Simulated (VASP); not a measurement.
# TlH2 (P4/nmm) in VASP: notebook

The runs below take TlH2 through single point, with PBE.

All numbers are computed with VASP 6.6.1; they aren't measurements. Logs are shortened: lines on timing, memory, paths and dates and some standing lists are left out, and cuts for length are marked.

## 1. The cell of the first run

The structure is tetragonal, space group P4/nmm (No. 129). The conventional cell has a = 3.387 Å, b = 3.387 Å, c = 7.108 Å, α = 90.00°, β = 90.00°, γ = 90.00°. Tl (site symmetry 4mm) has 9 H at 2.46 to 2.61 Å within 3.2 Å. H (site symmetry -4m2) has 8 H at 2.39 to 3.07 Å and 4 Tl at 2.61 Å within 3.2 Å. H (site symmetry 4mm) has 5 Tl at 2.46 to 2.56 Å and 8 H at 3.07 to 3.11 Å within 3.2 Å.

## 2. Single point, PBE

Contents of INCAR:

```
SYSTEM = TlH2
PREC = Accurate
ENCUT = 520
EDIFF = 1E-7
ISMEAR = 0
SIGMA = 0.1
LREAL = .False.
LASPH = .True.
NELM = 80
ALGO = Normal
ISIF = 2
LWAVE = .False.
LCHARG = .False.
GGA = PE
NBANDS = 24
```

Contents of KPOINTS:

```
Automatic mesh
0
Gamma
  6 6 4
  0 0 0
```

Contents of POSCAR:

```
TlH2
1.0
    3.3868184179      0.0000000000      0.0000000000
    0.0000000000      3.3868184179      0.0000000000
    0.0000000000      0.0000000000      7.1076769293
Tl H
2 4
Direct
    0.5000000000      0.0000000000      0.2800000000
    0.0000000000      0.5000000000      0.7200000000
    0.0000000000      0.0000000000      0.0000000000
    0.5000000000      0.5000000000      0.0000000000
    0.5000000000      0.0000000000      0.6400000000
    0.0000000000      0.5000000000      0.3600000000
```

Potentials or basis: VASP PAW PBE potentials, release 64 (Tl_d, H).

Run with:

```sh
$ cat potpaw_PBE.64/Tl_d/POTCAR potpaw_PBE.64/H/POTCAR > POTCAR
$ mpirun -np 1 vasp_std > vasp.out
```

OUTCAR:

```text
SYSTEM = TlH2
   PREC = Accurate
   ENCUT = 520
   EDIFF = 1E-7
   ISMEAR = 0
   LREAL = .False.
   LASPH = .True.
   NELM = 80
   ISIF = 2
   GGA = PE

 ion  position               nearest neighbor table
   1  0.500  0.000  0.280-   6 2.46   6 2.46   6 2.46   6 2.46   2 3.94   2 3.94   2 3.94   2 3.94

   2  0.000  0.500  0.720-   5 2.46   5 2.46   5 2.46   5 2.46   1 3.94   1 3.94   1 3.94   1 3.94

   3  0.000  0.000  0.000-
   4  0.500  0.500  0.000-
   5  0.500  0.000  0.640-   2 2.46   2 2.46   2 2.46   2 2.46
   6  0.000  0.500  0.360-   1 2.46   1 2.46   1 2.46   1 2.46

  LATTYP: Found a simple tetragonal cell.
 ALAT       =     3.3868184179
 C/A-ratio  =     2.0986294664

  Lattice vectors:

 A1 = (   3.3868184179,   0.0000000000,   0.0000000000)
 A2 = (   0.0000000000,   3.3868184179,   0.0000000000)
 A3 = (   0.0000000000,   0.0000000000,   7.1076769293)

Analysis of symmetry for initial positions (statically):
=====================================================================
 Subroutine PRICEL returns:
 Original cell was already a primitive cell.

 Routine SETGRP: Setting up the symmetry group for a
 simple tetragonal supercell.

 Subroutine GETGRP returns: Found 16 space group operations
 (whereof  8 operations were pure point group operations)
 out of a pool of 16 trial point group operations.

The static configuration has the point symmetry D_2d.
 The point group associated with its full space group is D_4h.

Analysis of symmetry for dynamics (positions and initial velocities):
=====================================================================
 Subroutine PRICEL returns:
 Original cell was already a primitive cell.

 Routine SETGRP: Setting up the symmetry group for a
 simple tetragonal supercell.

 Subroutine GETGRP returns: Found 16 space group operations
 (whereof  8 operations were pure point group operations)
 out of a pool of 16 trial point group operations.

The dynamic configuration has the point symmetry D_2d.
 The point group associated with its full space group is D_4h.

 Subroutine INISYM returns: Found 16 space group operations
 (whereof  8 operations are pure point group operations),
 and found     1 'primitive' translations

----------------------------------------------------------------------------------------

                                     Primitive cell

[... 94 lines left out ...]
   LSORBIT =      F    spin-orbit coupling
   LASPH  =      T    aspherical Exc in radial PAW
   ENCUT  =  520.0 eV  38.22 Ry    6.18 a.u.   6.30  6.30 13.22*2*pi/ulx,y,z
   NELM   =     80;   NELMIN=  2; NELMDL= -5     # of ELM steps
   EDIFF  = 0.1E-06   stopping-criterion for ELM
   LREAL  =      F    real-space projection
   EDIFFG = 0.1E-05   stopping-criterion for IOM
   NSW    =      0    number of steps for IOM
   IBRION =     -1    ionic relax: 0-MD 1-quasi-New 2-CG
   NFREE  =      0    steps in history (QN), initial steepest desc. (CG)
   ISIF   =      2    stress and relaxation
   ISYM   =      2    0-nonsym 1-usesym 2-fastsym
   POTIM  = 0.5000    time-step for ionic-motion
   TEBEG  =    0.0;   TEEND  =   0.0 temperature during run
   PSTRESS=    0.0 pullay stress
   NELECT =      30.0000    total number of electrons
   NUPDOWN=      -1.0000    fix difference up-down
   EMIN   =  10.00;   EMAX   =-10.00  energy-range for DOS
   EFERMI =   0.00;   METHOD = LEGACY
   ISMEAR =     0;   SIGMA  =   0.10  broadening in eV -4-tet -1-fermi 0-gaus
   EFERMI_NEDOS =   21; number of points for ismear=-14 and -15
   IALGO  =     38    algorithm
   IMIX   =      4    mixing-type and parameters
     AMIX     =   0.40;   BMIX     =  1.00
     AMIX_MAG =   1.60;   BMIX_MAG =  1.00
  volume/ion in A,a.u.               =      13.59        91.70
  Fermi-wavevector in a.u.,A,eV,Ry     =   1.173126  2.216887 18.724680  1.376225
  Thomas-Fermi vector in A             =   2.309544
   LORBIT       =      0    0 simple, 1 ext, 2 COOP (PROOUT), +10 PAW based schemes
   GGA     = PE    functional components
   LHFCALC =     F    Hartree Fock is set to
   AEXX    =    0.0000 exact exchange contribution
   IVDW    =     0    specifies the selected vdW correction
   LEPSILON=     F    determine dielectric tensor
   LRPA    =     F    only Hartree local field effects (RPA)
 non-spin polarized calculation
 Gauss-broadening in eV      SIGMA  =   0.10
  energy-cutoff  :      520.00
  volume of cell :       81.53
 maximum number of plane-waves:      2224
 NGX is ok and might be reduce to    28

 number of electron      29.9999997 magnetization

 Free energy of the ion-electron system (eV)
  ---------------------------------------------------
  ext. energy  EPLUGINS =         0.00000000
  ---------------------------------------------------
  free energy    TOTEN  =       -13.26986806 eV

  energy without entropy =      -13.24874383  energy(sigma->0) =      -13.25930595

 E-fermi :   3.3803     XC(G=0):  -9.5725

 val. band max:        3.3782950391   @ k =   0.3333   0.1667   0.0000
 cond. band min:       3.3993240522   @ k =   0.5000   0.3333   0.5000
 fundamental gap:      0.0210290131
 Fermi energy:         3.3803488839

 k-point     1 :       0.0000    0.0000    0.0000
  band No.  band energies     occupation
      1      -7.6746      2.00000
      2      -7.6242      2.00000
      3      -7.5438      2.00000
      4      -7.3925      2.00000
      5      -7.1086      2.00000
      6      -7.1086      2.00000
[... 637 lines left out ...]
     23      13.5590      0.00000
     24      13.5590      0.00000

 [... further k-points ...]
[... 5 lines left out ...]
  --------------------------------------------------------------------------------------
  -------------------------------------------------------------------------------------
  Total       -0.0431305     -0.0431305     -2.1496145      0.0000000      0.0000000     -0.0000000
  in kB       -0.8475857     -0.8475857    -42.2434776      0.0000000      0.0000000     -0.0000000
  external PRESSURE =     -14.6462163 kB  Pullay stress =       0.0000000 kB

 VOLUME and BASIS-vectors are now :
 -----------------------------------------------------------------------------
  energy-cutoff  :      520.00
  volume of cell :       81.53
      direct lattice vectors                 reciprocal lattice vectors
     3.386818418  0.000000000  0.000000000     0.295262360  0.000000000  0.000000000
     0.000000000  3.386818418  0.000000000     0.000000000  0.295262360  0.000000000
     0.000000000  0.000000000  7.107676929     0.000000000  0.000000000  0.140692945

 POSITION                                       TOTAL-FORCE (eV/Angst)
 -----------------------------------------------------------------------------------
      1.69341      0.00000      1.99015        -0.000000      0.000000     -0.726034
      0.00000      1.69341      5.11753         0.000000      0.000000      0.726034
      0.00000      0.00000      0.00000         0.000000      0.000000     -0.000000
      1.69341      1.69341      0.00000         0.000000     -0.000000     -0.000000
      1.69341      0.00000      4.54891         0.000000      0.000000     -0.128573
      0.00000      1.69341      2.55876         0.000000      0.000000      0.128573
 -----------------------------------------------------------------------------------
    total drift:                                0.000000      0.000000      0.000000

  FREE ENERGIE OF THE ION-ELECTRON SYSTEM (eV)
  ---------------------------------------------------
  free  energy   TOTEN  =       -13.2698680627 eV

  energy  without entropy=      -13.2487438334  energy(sigma->0) =      -13.25930595
```

stdout:

```text
POSCAR found type information on POSCAR TlH
 POSCAR found :  2 types and       6 ions
 scaLAPACK will be used
 LDA part: xc-table for (Slater+PW92), standard interpolation
 POSCAR, INCAR and KPOINTS ok, starting setup
 FFT: planning ... GRIDC
 FFT: planning ... GRID_SOFT
 FFT: planning ... GRID
 WAVECAR not read
 entering main loop
```

It took 68 s on 1 thread of Oxide Virtual Turin-like, shared host; peak memory 0.18 GiB.

Results:

```yaml
Free_energy: -13.2699 eV
Pressure: -1.5 GPa
Largest_force: 0.726 eV/Å
Band_gap_on_the_k_mesh: zero (bands 15 and 16 overlap by 3.29 eV)
```

Forces on the atoms (eV/Å):
```
Tl   0.000  0.000 -0.726
Tl   0.000  0.000  0.726
H    0.000  0.000  0.000
H    0.000  0.000  0.000
H    0.000  0.000 -0.129
H    0.000  0.000  0.129
```

Stress tensor (GPa, compression positive):
```
-0.08  0.00  0.00
 0.00 -0.08  0.00
 0.00  0.00 -4.22
```

Levels at points of the mesh, in eV from the Fermi level:
| k point | band 13 | band 14 | band 15 | band 16 | band 17 | band 18 |
| --- | --- | --- | --- | --- | --- | --- |
| (0.00, 0.00, 0.00) | -4.84 | 1.28 | 1.84 | 3.66 | 5.27 | 5.74 |
| (0.50, 0.00, 0.00) | -3.30 | -3.30 | -1.46 | -1.46 | 5.72 | 5.72 |
| (0.50, 0.50, 0.00) | -1.95 | -1.95 | -0.63 | -0.63 | 1.86 | 1.86 |
| (0.00, 0.00, 0.50) | -2.66 | -0.31 | 1.84 | 1.99 | 5.15 | 6.42 |
| (0.50, 0.00, 0.50) | -4.39 | -4.39 | -0.10 | -0.10 | 3.95 | 3.95 |
| (0.50, 0.50, 0.50) | -1.66 | -1.66 | -0.83 | -0.83 | 0.40 | 0.40 |

Caveat: spin-orbit coupling is left out, which moves the levels of the heavy elements.

## 3. Single point, PBE

This run uses another cell than the first one, of the same volume but with other edges.

Contents of INCAR:

```
SYSTEM = TlH2
PREC     = Accurate       ! precision mode
ENCUT    = 520            ! plane-wave cutoff, eV
EDIFF    = 1E-6           ! SCF threshold, eV
ISMEAR   = 0              ! smearing method
SIGMA    = 0.1            ! smearing width, eV
LREAL    = .False.        ! projectors in reciprocal space
LASPH    = .True.         ! aspherical terms in the spheres
NELM     = 80             ! most SCF steps
ALGO     = Fast           ! electronic algorithm
ISIF     = 2              ! what is computed and relaxed
LWAVE    = .False.        ! write WAVECAR
LCHARG   = .True.         ! write CHGCAR
GGA      = PE             ! functional
LELF     = .True.         ! ELF
LVHAR    = .True.       
NBANDS   = 24             ! bands
```

Contents of KPOINTS:

```
regular mesh
0
Gamma
  6 6 4
  0 0 0
```

Contents of POSCAR:

```
TlH2
1.0
    3.8200105780      0.0000000000      0.0000000000
    0.0000000000      3.8200105780      0.0000000000
    0.0000000000      0.0000000000      5.5874619888
Tl H
2 4
Direct
    0.5000000000      0.0000000000      0.2344535223
    0.0000000000      0.5000000000      0.7655464777
    0.0000000000      0.0000000000      0.0000000000
    0.5000000000      0.5000000000      0.0000000000
    0.5000000000      0.0000000000      0.5834075656
    0.0000000000      0.5000000000      0.4165924344
```

Potentials or basis: VASP PAW PBE potentials, release 64 (Tl_d, H).

Run with:

```sh
$ cat potpaw_PBE.64/Tl_d/POTCAR potpaw_PBE.64/H/POTCAR > POTCAR
$ mpirun -np 1 vasp_std > vasp.out
```

It took 43 s on 1 thread of Oxide Virtual Turin-like, shared host; peak memory 0.17 GiB.

The run converged. Its results:

```yaml
Free_energy: -14.2782 eV
Pressure: -0.1 GPa
Largest_force: 0.011 eV/Å
Band_gap_on_the_k_mesh: zero (bands 15 and 16 overlap by 3.27 eV)
```

Forces in eV/Å, atoms in the order of the input:
```
Tl   0.000  0.000 -0.011
Tl   0.000  0.000  0.011
H    0.000  0.000  0.000
H    0.000  0.000  0.000
H    0.000  0.000 -0.008
H    0.000  0.000  0.008
```

Stress tensor (GPa, compression positive):
```
 0.07  0.00  0.00
 0.00  0.07  0.00
 0.00  0.00 -0.31
```

Levels at points of the mesh, in eV from the Fermi level:
```tsv
k point	band 13	band 14	band 15	band 16	band 17	band 18
(0.00, 0.00, 0.00)	-4.61	-0.68	-0.49	3.01	3.01	5.16
(0.50, 0.00, 0.00)	-2.47	-2.47	-0.95	-0.95	5.26	5.26
(0.50, 0.50, 0.00)	-3.99	-3.99	-0.65	-0.65	2.86	2.86
(0.00, 0.00, 0.50)	-1.13	-0.49	0.60	1.33	4.20	4.20
(0.50, 0.00, 0.50)	-4.77	-4.77	1.58	1.58	4.82	4.82
(0.50, 0.50, 0.50)	-3.60	-3.60	-1.68	-1.68	0.59	0.59
```

Caveat: spin-orbit coupling is left out, which moves the levels of the heavy elements.

## 4. Single point, PBE

This run uses another cell than the first one, of 13.68 Å³/atom.

Contents of INCAR:

```
SYSTEM = TlH2
ALGO = Fast
EDIFF = 1E-6
ENCUT = 520
GGA = PE
ISIF = 2
ISMEAR = 0
LASPH = .True.
LCHARG = .True.
LELF = .True.
LREAL = .False.
LVHAR = .True.
LWAVE = .False.
NBANDS = 24
NELM = 80
PREC = Accurate
SIGMA = 0.1
```

Contents of KPOINTS:

```
k-points
0
Gamma
  10 10 8
  0 0 0
```

Contents of POSCAR:

```
TlH2
1.0
    3.8496149284      0.0000000000      0.0000000000
    0.0000000000      3.8496149284      0.0000000000
    0.0000000000      0.0000000000      5.5398987877
Tl H
2 4
Direct
    0.5000000000      0.0000000000      0.2337833376
    0.0000000000      0.5000000000      0.7662166624
    0.0000000000      0.0000000000      0.0000000000
    0.5000000000      0.5000000000      0.0000000000
    0.5000000000      0.0000000000      0.5849533783
    0.0000000000      0.5000000000      0.4150466217
```

Potentials or basis: VASP PAW PBE potentials, release 64 (Tl_d, H).

Run with:

```sh
$ cat potpaw_PBE.64/Tl_d/POTCAR potpaw_PBE.64/H/POTCAR > POTCAR
$ mpirun -np 1 vasp_std > vasp.out
```

OUTCAR:

```text
SYSTEM = TlH2
   EDIFF = 1E-6
   ENCUT = 520
   GGA = PE
   ISIF = 2
   ISMEAR = 0
   LASPH = .True.
   LREAL = .False.
   NELM = 80
   PREC = Accurate

 ion  position               nearest neighbor table
   1  0.500  0.000  0.234-   5 1.95   4 2.32   3 2.32   4 2.32   3 2.32   2 3.76   2 3.76   2 3.76
                             2 3.76   2 4.01   2 4.01   2 4.01   2 4.01
   2  0.000  0.500  0.766-   6 1.95   4 2.32   3 2.32   3 2.32   4 2.32   1 3.76   1 3.76   1 3.76
                             1 3.76   1 4.01   1 4.01   1 4.01   1 4.01
   3  0.000  0.000  0.000-   1 2.32   2 2.32   2 2.32   1 2.32
   4  0.500  0.500  0.000-   1 2.32   2 2.32   1 2.32   2 2.32
   5  0.500  0.000  0.585-   1 1.95
   6  0.000  0.500  0.415-   2 1.95

  LATTYP: Found a simple tetragonal cell.
 ALAT       =     3.8496149284
 C/A-ratio  =     1.4390786847

  Lattice vectors:

 A1 = (   3.8496149284,   0.0000000000,   0.0000000000)
 A2 = (   0.0000000000,   3.8496149284,   0.0000000000)
 A3 = (   0.0000000000,   0.0000000000,   5.5398987877)

Analysis of symmetry for initial positions (statically):
=====================================================================
 Subroutine PRICEL returns:
[... 180 lines left out ...]

  energy without entropy =      -14.25446642  energy(sigma->0) =      -14.25705591

 E-fermi :   3.6707     XC(G=0):  -9.4237

 val. band max:        3.6378909554   @ k =   0.4000   0.3000   0.2500
 cond. band min:       3.6724771268   @ k =   0.1000   0.0000   0.3750
 fundamental gap:      0.0345861714
 Fermi energy:         3.6707041146

 k-point     1 :       0.0000    0.0000    0.0000
  band No.  band energies     occupation
      1      -7.6247      2.00000
      2      -7.5439      2.00000
      3      -7.3640      2.00000
      4      -7.3273      2.00000
      5      -7.3153      2.00000
      6      -7.3153      2.00000
[... 637 lines left out ...]
     23      13.8729      0.00000
     24      15.0685      0.00000

 [... further k-points ...]
[... 5 lines left out ...]
  --------------------------------------------------------------------------------------
  -------------------------------------------------------------------------------------
  Total       -0.0585847     -0.0585847     -0.0571341      0.0000000      0.0000000      0.0000000
  in kB       -1.1432955     -1.1432955     -1.1149862      0.0000000      0.0000000      0.0000000
  external PRESSURE =      -1.1338590 kB  Pullay stress =       0.0000000 kB

 VOLUME and BASIS-vectors are now :
 -----------------------------------------------------------------------------
  energy-cutoff  :      520.00
  volume of cell :       82.10
      direct lattice vectors                 reciprocal lattice vectors
     3.849614928  0.000000000  0.000000000     0.259766241  0.000000000  0.000000000
     0.000000000  3.849614928  0.000000000     0.000000000  0.259766241  0.000000000
     0.000000000  0.000000000  5.539898788     0.000000000  0.000000000  0.180508713

 POSITION                                       TOTAL-FORCE (eV/Angst)
 -----------------------------------------------------------------------------------
      1.92481      0.00000      1.29514        -0.000000      0.000000     -0.004671
      0.00000      1.92481      4.24476         0.000000      0.000000      0.004671
      0.00000      0.00000      0.00000         0.000000      0.000000      0.000000
      1.92481      1.92481      0.00000         0.000000     -0.000000      0.000000
      1.92481      0.00000      3.24058         0.000000     -0.000000      0.003244
      0.00000      1.92481      2.29932         0.000000      0.000000     -0.003244
 -----------------------------------------------------------------------------------
    total drift:                                0.000000      0.000000     -0.000000

  FREE ENERGIE OF THE ION-ELECTRON SYSTEM (eV)
  ---------------------------------------------------
  free  energy   TOTEN  =       -14.2596453996 eV

  energy  without entropy=      -14.2544664201  energy(sigma->0) =      -14.25705591
```

OSZICAR:

```text
N       E                     dE             d eps       ncg     rms          rms(c)
DAV:   1     0.129738149438E+03    0.12974E+03   -0.14723E+04  5040   0.112E+03
DAV:   2    -0.119584901459E+02   -0.14170E+03   -0.13684E+03  6072   0.251E+02
DAV:   3    -0.150869811503E+02   -0.31285E+01   -0.31197E+01  5976   0.331E+01
DAV:   4    -0.151054923993E+02   -0.18511E-01   -0.18510E-01  5896   0.278E+00
DAV:   5    -0.151058033838E+02   -0.31098E-03   -0.31098E-03  6200   0.354E-01    0.810E+00
RMM:   6    -0.143916120148E+02    0.71419E+00   -0.55235E-01  5040   0.367E+00    0.507E+00
RMM:   7    -0.142623127762E+02    0.12930E+00   -0.33958E-01  5149   0.270E+00    0.156E+00
RMM:   8    -0.142594148175E+02    0.28980E-02   -0.40040E-02  5255   0.123E+00    0.193E-01
RMM:   9    -0.142595711008E+02   -0.15628E-03   -0.31879E-03  5544   0.334E-01    0.913E-02
RMM:  10    -0.142596326280E+02   -0.61527E-04   -0.34162E-04  5539   0.122E-01    0.160E-02
RMM:  11    -0.142596443086E+02   -0.11681E-04   -0.60843E-05  5667   0.520E-02    0.106E-02
RMM:  12    -0.142596450742E+02   -0.76562E-06   -0.10561E-05  5486   0.212E-02    0.139E-03
RMM:  13    -0.142596453996E+02   -0.32538E-06   -0.21947E-06  4199   0.946E-03
   1 F= -.14259645E+02 E0= -.14257056E+02  d E =-.517898E-02
```

Run time: 2.8 min. Hardware: 1 thread of Oxide Virtual Turin-like, shared host; peak memory 0.27 GiB.

Results:

| Item | Value |
| --- | --- |
| Free energy | -14.2596 eV |
| Pressure | -0.1 GPa |
| Largest force | 0.005 eV/Å |
| Band gap on the k mesh | zero (bands 15 and 16 overlap by 3.28 eV) |

Forces on the atoms (eV/Å):
```
Tl   0.000  0.000 -0.005
Tl   0.000  0.000  0.005
H    0.000  0.000  0.000
H    0.000  0.000  0.000
H    0.000  0.000  0.003
H    0.000  0.000 -0.003
```

Caveat: spin-orbit coupling is left out, which moves the levels of the heavy elements.

## 5. Overview

| cell | k mesh | gap on the mesh (eV) | pressure (GPa) | largest force (eV/Å) |
| --- | --- | --- | --- | --- |
| a = 3.387, b = 3.387, c = 7.108 Å, 6 atoms, atomic positions A | 6 × 6 × 4 | none | -1.5 | 0.73 |
| a = 3.820, b = 3.820, c = 5.587 Å, 6 atoms, atomic positions B | 6 × 6 × 4 | none | -0.1 | 0.01 |
| a = 3.850, b = 3.850, c = 5.540 Å, 6 atoms, atomic positions C | 10 × 10 × 8 | none | -0.1 | - |

Alike in all rows: task single point; level PBE; potentials or basis VASP PAW PBE potentials, release 64 (Tl_d, H); no spin polarisation; cutoff (eV) 520; smearing gaussian 0.1 eV.

Caveats: spin-orbit coupling is left out, which moves the levels of the heavy elements.

Total energies depend on the potentials used, so only differences within one code and one set of settings carry meaning.

The gap in the log of VASP goes by the Fermi energy; the results here count the filled bands.